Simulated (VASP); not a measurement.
Runs of VASP 6.6.1 on TiAl3. The structure is that of space group I4/mmm (No. 139), or close to it. The cells are those of the table. 

```tsv
task	cell	k mesh	cutoff (eV)	smearing	k mesh for the DOS	occupations for the DOS	gap on the mesh (eV)	pressure (GPa)
relaxation of cell and atoms	relaxed from a = 5.062 Å, angles 135.6, 135.6, 64.5°, 4 atoms	16 × 16 × 16	600	gaussian 0.1 eV	-	-	none	0.0
single point	a = 5.091 Å, angles 135.5, 135.5, 64.7°, 4 atoms	16 × 16 × 16	520	fermi-dirac 0.15 eV	-	-	none	0.0
single point	a = 5.062 Å, angles 135.6, 135.6, 64.5°, 4 atoms	6 × 6 × 6	520	gaussian 0.1 eV	-	-	none	2.0
single point	a = 4.832 Å, angles 135.4, 135.4, 64.8°, 4 atoms	16 × 16 × 16	520	fermi-dirac 0.15 eV	-	-	none	22.0
single point	a = 5.084 Å, angles 132.7, 132.7, 69.2°, 4 atoms	16 × 16 × 16	520	gaussian 0.1 eV	-	-	none	-7.7
single point	a = 5.062 Å, angles 135.6, 135.6, 64.5°, 4 atoms	16 × 16 × 16	520	gaussian 0.1 eV	-	-	none	2.0
single point	a = 5.097 Å, angles 135.7, 135.7, 64.5°, 4 atoms	16 × 16 × 16	520	gaussian 0.1 eV	-	-	none	(a)
relaxation of shape and atoms at fixed volume	relaxed from a = 4.990 Å, angles 135.6, 135.6, 64.6°, 4 atoms	16 × 16 × 16	600	gaussian 0.1 eV	-	-	none	7.4
single point	a = 5.016 Å, angles 135.5, 135.5, 64.7°, 4 atoms	16 × 16 × 16	520	fermi-dirac 0.15 eV	-	-	none	5.0
```

Alike in all rows: level PBE; potentials or basis VASP PAW PBE potentials, release 64 (Ti_sv, Al); no spin polarisation.

Problem. Fill in the values left out.

Solution. (a) -0.1.

Caveats: some runs use coarse meshes; the relaxation stopped at its first step, so nothing moved (some runs).

A gap of «none» marks levels without a gap at the run's occupations.
